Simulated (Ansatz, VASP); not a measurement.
One calculation of NaI, two programs

POSCAR

```
NaI
1.0
    0.0000000000      3.2943149593      3.2028787097
    3.2943149593      0.0000000000      3.2028787097
    3.2943149593      3.2943149593      0.0000000000
Na I
1 1
Direct
    0.0000000000      0.0000000000      0.0000000000
    0.5000000000      0.5000000000      0.5000000000
```

File INCAR.step1:

```
SYSTEM = NaI
  PREC = Accurate
  ENCUT = 520
  ISMEAR = 0
  SIGMA = 0.01
  LREAL = .FALSE.
  LASPH = .TRUE.
  NELM = 100
  NBANDS = 14
  GGA = PE
  ALGO = Normal
  EDIFF = 1E-4
  LWAVE = .TRUE.
  LCHARG = .FALSE.
```

INCAR.step2

```
SYSTEM = NaI
  PREC = Accurate
  ENCUT = 520
  EDIFF = 1E-6
  ISMEAR = 0
  SIGMA = 0.01
  LREAL = .FALSE.
  LASPH = .TRUE.
  NELM = 100
  ALGO = Normal
  ISIF = 2
  LWAVE = .FALSE.
  LCHARG = .FALSE.
  METAGGA = R2SCAN
  LMIXTAU = .TRUE.
  NBANDS = 14
  ISTART = 1
```

KPOINTS

```
Automatic mesh
0
G
  8 8 8
  0 0 0
```

Input for Ansatz:

```yaml
crystal:
  lattice:
    - [0.0, 3.2943149593, 3.2028787097]
    - [3.2943149593, 0.0, 3.2028787097]
    - [3.2943149593, 3.2943149593, 0.0]
  atoms:
    - { symbol: Na, position: [0.0, 0.0, 0.0] }
    - { symbol: I, position: [0.5, 0.5, 0.5] }
kpoints:
  mp_grid: { grid: [8, 8, 8] }
  band_path:
    path:
      - [0.0, 0.0, 0.0]
      - [0.5, 0.0, 0.5]
      - [0.625, 0.25, 0.625]
      - [0.375, 0.375, 0.75]
      - [0.5, 0.5, 0.5]
      - [0.5, 0.25, 0.75]
    npoints: 1
hamiltonian:
  xc: r2scan
scf:
  occupations: { method: fixed }
  n_extra_bands: 4
output:
  forces: true
  stress: true
  eigenvalues: true
```

Change from the starting cell: epitaxial_xy strain +2.0%.

Alike in both runs: task single point; functional r2SCAN; k mesh 8 × 8 × 8; no spin polarisation.

```csv
,VASP,Ansatz
version,VASP 6.6.1,Ansatz 0.2.0
potentials or method,"VASP PAW PBE potentials, release 64 (Na_pv, I)","plane waves, PAW"
plane-wave cutoff (eV),520,500
occupations,"gaussian, width 0.01 eV",fixed
valence electrons in the cell,14,26
```

|  | VASP | Ansatz | Ansatz less VASP |
| --- | --- | --- | --- |
| gap on the k mesh at the Fermi level (eV) | 4.35 | 4.34 | -0.009 |
| pressure (GPa) | -0.5 | -0.5 | +0.08 |
| traceless stress, the component that is largest in VASP (GPa) | 0.48 | 0.46 | -0.024 |

VASP's potentials were made for PBE, not for r2SCAN. VASP's potentials hold 14 valence electrons a cell and Ansatz's 26, so a difference there can come from the potentials and not from the codes.

Neither program's run includes spin-orbit coupling.
